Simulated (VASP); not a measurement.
A run of VASP 6.6.1 is set up as follows.

INCAR

```
PREC = Accurate
ENCUT = 520
EDIFF = 1E-6
ISMEAR = 0
SIGMA = 0.1
LREAL = F
LASPH = T
NELM = 150
ALGO = Normal
ISIF = 2
LWAVE = F
LCHARG = F
ISPIN = 2
MAGMOM = 1 1 1 1 0
LORBIT = 11
LMAXMIX = 4
GGA = PE
NBANDS = 37
```

The input KPOINTS:

```
Automatic mesh
0
Gamma
  6 6 4
```

The input POSCAR:

```
Ta4O
1.0
    4.6653089000      0.0000000000      0.0000000000
   -2.3326544500      4.0402760200      0.0000000000
    0.0000000000      0.0000000000      4.3679080700
Ta O
4 1
Direct
    0.1579469900      0.8420530100      0.5000000000
    0.1579469900      0.3158939800      0.5000000000
    0.6841060200      0.8420530100      0.5000000000
    0.0000000000      0.0000000000      0.0000000000
    0.3333333300      0.6666666700      0.0000000000
```

Potentials or basis: VASP PAW PBE potentials, release 64 (Ta_pv, O).

Launch:

```sh
$ cat potpaw_PBE.64/Ta_pv/POTCAR potpaw_PBE.64/O/POTCAR > POTCAR
$ mpirun -np 1 vasp_std > vasp.out
```

Predict the net moment.

0.00 μB per cell.

Estimate the band gap on the k mesh.

zero (filled and empty bands overlap).

Estimate the largest force.

7.739 eV/Å.

Stress tensor (GPa, compression positive):
```
78.51  0.00  0.00
 0.00 78.51  0.00
 0.00  0.00 54.36
```

Caveat: the cell stands under pressure; spin-orbit coupling is left out, which moves the levels of the heavy elements; forces of over 1 eV/Å act on the atoms, so gaps and moduli don't describe the material at rest.
